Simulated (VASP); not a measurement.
Runs of VASP 6.6.1 on LiH. The structure is that of space group Fm-3m (No. 225), or close to it. The cells are those of the table. 

```tsv
cell	gap on the mesh (eV)
a = 2.846, b = 2.874 Å, angles 59.7, 60.7, 59.7°, 2 atoms	3.40
a = 2.918, b = 2.874 Å, angles 60.5, 59.0, 60.5°, 2 atoms	3.29
a = 2.925, b = 2.874 Å, angles 60.6, 58.9, 60.6°, 2 atoms	3.24
a = 2.832, b = 2.874 Å, angles 59.5, 61.0, 59.5°, 2 atoms	3.30
a = 2.860, b = 2.874 Å, angles 59.8, 60.3, 59.8°, 2 atoms	3.50
a = 2.817, b = 2.874 Å, angles 59.3, 61.3, 59.3°, 2 atoms	(a)
a = 2.903, b = 2.874 Å, angles 60.3, 59.3, 60.3°, 2 atoms	3.40
a = 2.889, b = 2.874 Å, angles 60.2, 59.7, 60.2°, 2 atoms	3.50
```

Alike in all rows: task single point; level r2SCAN; potentials or basis VASP PAW PBE potentials, release 64 (Li_sv, H); no spin polarisation; k mesh 10 × 10 × 10; cutoff (eV) 520; smearing gaussian 0.05 eV.

Task: Fill in the values left out.

Result: (a) 3.19.

A k mesh can miss the band edges.
